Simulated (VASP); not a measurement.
The system is AlAu2.

```xyz
3
Lattice="-1.6715 1.6715 4.3991 1.6715 -1.6715 4.3991 1.6715 1.6715 -4.3991" Properties=species:S:1:pos:R:3 pbc="T T T"
Al    0.0000    0.0000    0.0000
Au    0.0000    0.0000    5.7740
Au    0.0000    0.0000    3.0242
```

Base run:

```yaml
Program: VASP 6.6.1
Functional: BLYP
Potentials_or_basis: VASP PAW PBE potentials, release 64 (Al, Au)
Cutoff: 520 eV
k_mesh: 11 × 11 × 11
Occupations: gaussian, width 0.05 eV
Spin: no spin polarisation
```

Its results: pressure 12.9 GPa; largest force 0.092 eV/Å.

Task: The run is repeated on the same cell with these changes: functional from BLYP to r2SCAN. What comes out?

Result: Pressure -0.2 GPa; largest force 0.012 eV/Å.

Caveats: the PAW data sets were made with another functional, which shifts forces and pressure a little.
